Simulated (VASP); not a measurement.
Here is a VASP 6.6.1 calculation.

POSCAR

```
Y
1.0
    3.2640298123      0.0000000000      0.0000000000
    0.0000000000      3.2640298123      0.0000000000
    0.0000000000      0.0000000000      3.2640298123
Y
1
Direct
    0.0000000000      0.0000000000      0.0000000000
```

INCAR.step1

```
ALGO = Normal
EDIFF = 1E-4
ENCUT = 520
GGA = PE
ISMEAR = -1
LASPH = True
LCHARG = False
LREAL = False
LWAVE = True
NBANDS = 12
NELM = 60
PREC = Accurate
SIGMA = 0.05
```

INCAR.step2

```
ALGO = Normal
EDIFF = 1E-6
ENCUT = 520
ISIF = 2
ISMEAR = -1
ISTART = 1
LASPH = True
LCHARG = False
LMIXTAU = True
LREAL = False
LWAVE = False
METAGGA = R2SCAN
NBANDS = 12
NELM = 60
PREC = Accurate
SIGMA = 0.05
```

The input KPOINTS:

```
k-points
0
Gamma
  7 7 7
```

Potentials or basis: VASP PAW PBE potentials, release 64 (Y_sv).

Run with:

```sh
$ cat potpaw_PBE.64/Y_sv/POTCAR > POTCAR
$ cp INCAR.step1 INCAR
$ mpirun -np 1 vasp_std > vasp.out
$ cp INCAR.step2 INCAR
$ mpirun -np 1 vasp_std > vasp.out
```

Task: Estimate the pressure.

Result: 0.1 GPa.

Caveat: the PAW data sets were made with another functional, which shifts forces and pressure a little.
